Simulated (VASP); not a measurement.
## C: single point with LDA

C:

```xyz
2
Lattice="2.1182 -1.2229 -0.0118 2.1182 1.2229 -0.0118 -1.3923 0.0000 3.4006" Properties=species:S:1:pos:R:3 pbc="T T T"
C     3.5303    0.0000   -0.0193
C    -0.6862    0.0000    3.3963
```

| Quantity | Value |
| --- | --- |
| Program | VASP 6.6.1 |
| Task | single point |
| Functional | LDA |
| Potentials or basis | VASP PAW LDA potentials, release 64 (C) |
| Cutoff | 520 eV |
| k mesh | 14 × 14 × 8 |
| Occupations | gaussian, width 0.01 eV |
| Spin | no spin polarisation |
| Dipole correction | no |
| Further INCAR settings | ALGO = Normal; EDIFF = 1e-07; NBANDS = 11 |

```
Pressure : 0.3 GPa
```

Stress tensor (GPa, compression positive):
```
 0.77  0.00 -0.01
 0.00  0.77  0.00
-0.01  0.00 -0.62
```

Run time: 92 s on 1 thread of Intel Xeon 8259CL, on a shared host, peak memory 0.17 GiB.
